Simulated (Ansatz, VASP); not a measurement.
One calculation of Na3TlCl4, two programs

```
Na Tl Cl
1.0
     4.52495   -4.14014    0.00000
     4.52495    4.14014    0.00000
    -4.42198    0.00000    5.76321
Na Tl Cl
3 1 4
Cartesian
  2.3140 0.8003 2.8816
  4.5249 -0.8238 0.0000
  4.5249 3.0303 0.0000
  2.3140 -3.3517 2.8816
  2.3811 1.3042 0.2351
  2.2469 1.3042 5.5281
  0.2798 -1.1164 2.9349
  4.3481 -1.1164 2.8283
```

Change from the starting cell: the structure that the rattled cell fell into.

Alike in both runs: task single point; functional PBE; k mesh 4 × 4 × 4; occupations gaussian, width 0.1 eV; no spin polarisation.

|  | VASP | Ansatz |
| --- | --- | --- |
| version | VASP 6.6.1 | Ansatz 0.2.0 |
| potentials or method | VASP PAW PBE potentials, release 64 (Na_pv, Tl_d, Cl), cutoff 520 eV | scalar-relativistic, plane waves, PAW |
| valence electrons in the cell | 62 | 68 |

|  | VASP | Ansatz | Ansatz less VASP |
| --- | --- | --- | --- |
| gap on the k mesh at the Fermi level (eV) | 3.56 | 3.55 | -0.008 |
| least direct gap on the mesh (eV) | 3.62 | 3.61 | -0.010 |
| pressure (GPa) | 0.1 | 0.1 | +0.04 |
| traceless stress, the component that is largest in VASP (GPa) | -0.41 | -0.41 | +0.003 |
| rms of the force components (eV/Å) | 0.049 | 0.048 | -0.0008 |

Atom by atom the forces differ by 0.001 eV/Å (rms over components). VASP's potentials hold 62 valence electrons a cell and Ansatz's 68, so a difference there can come from the potentials and not from the codes.

Spin-orbit coupling is off throughout.
